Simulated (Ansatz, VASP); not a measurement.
Nb: VASP beside Ansatz

```xyz
1
Lattice="-1.6640 1.6640 1.6640 1.6640 -1.6640 1.6640 1.6640 1.6640 -1.6640" Properties=species:S:1:pos:R:3 pbc="T T T"
Nb    0.0000    0.0000    0.0000
```

Alike in both runs: task relaxation of cell and atoms; functional PBE; dispersion D4; k mesh 11 × 11 × 11; occupations fermi-dirac, width 0.05 eV; no spin polarisation.

|  | VASP | Ansatz |
| --- | --- | --- |
| version | VASP 6.6.1 | Ansatz 0.2.0 |
| potentials or method | VASP PAW PBE potentials, release 64 (Nb_sv) | Ansatz PAW |
| plane-wave cutoff (eV) | 500 | 420 |
| valence electrons in the cell | 13 | 13 |

Ansatz gave:

```
gap on the k mesh at the Fermi level, each at its own relaxed structure (eV) : none
relaxed volume (Å³/atom)                                                     : 17.91
relaxed cell length with the largest relative difference (Å)                 : 2.855
```

Problem. What did VASP give for the same quantities?

Solution. gap on the k mesh at the Fermi level, each at its own relaxed structure (eV): none; relaxed volume (Å³/atom): 17.87; relaxed cell length with the largest relative difference (Å): 2.853.

A gap of «none» marks a metal or a gap that the smearing closes.

Noted on Ansatz's run: the plane-wave basis is chosen anew once the cell has moved, so the energies of steps on either side of that aren't comparable.
